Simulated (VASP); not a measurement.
Here is a VASP 6.6.1 calculation.

The input POSCAR:

```
Fe
1.0
   -1.4345540701      1.4345540701      1.4345540701
    1.4345540701     -1.4345540701      1.4345540701
    1.4345540701      1.4345540701     -1.4345540701
Fe
1
Direct
    0.0000000000      0.0000000000      0.0000000000
```

The input INCAR.step1:

```
SYSTEM = Fe
PREC = Accurate
ENCUT = 520
ISMEAR = -1
SIGMA = 0.05
LREAL = .FALSE.
LASPH = .TRUE.
NELM = 150
ISPIN = 2
MAGMOM = 2.804
LMAXMIX = 4
NBANDS = 14
GGA = PE
ALGO = Normal
EDIFF = 1E-4
LWAVE = .TRUE.
LCHARG = .FALSE.
```

The input INCAR.step2:

```
SYSTEM = Fe
PREC = Accurate
ENCUT = 520
EDIFF = 1E-6
ISMEAR = -1
SIGMA = 0.05
LREAL = .FALSE.
LASPH = .TRUE.
NELM = 150
ALGO = Normal
ISIF = 2
LWAVE = .FALSE.
LCHARG = .TRUE.
ISPIN = 2
MAGMOM = 2.804
LORBIT = 11
LMAXMIX = 4
METAGGA = R2SCAN
LMIXTAU = .TRUE.
LELF = .TRUE.
LVHAR = .TRUE.
NBANDS = 14
ISTART = 1
```

File KPOINTS:

```
regular mesh
0
G
  25 25 25
  0 0 0
```

Potentials or basis: VASP PAW PBE potentials, release 64 (Fe).

Command:

```sh
$ cat potpaw_PBE.64/Fe/POTCAR > POTCAR
$ cp INCAR.step1 INCAR
$ mpirun -np 1 vasp_std > vasp.out
$ cp INCAR.step2 INCAR
$ mpirun -np 1 vasp_std > vasp.out
```

Task: Estimate the net moment.

Result: 2.65 μB per cell.

Task: Estimate the pressure.

Result: -1.1 GPa.

Task: What does it give for the site moments?

Result: Fe +2.72 μB.

Caveat: the PAW data sets were made with another functional, which shifts forces and pressure a little.
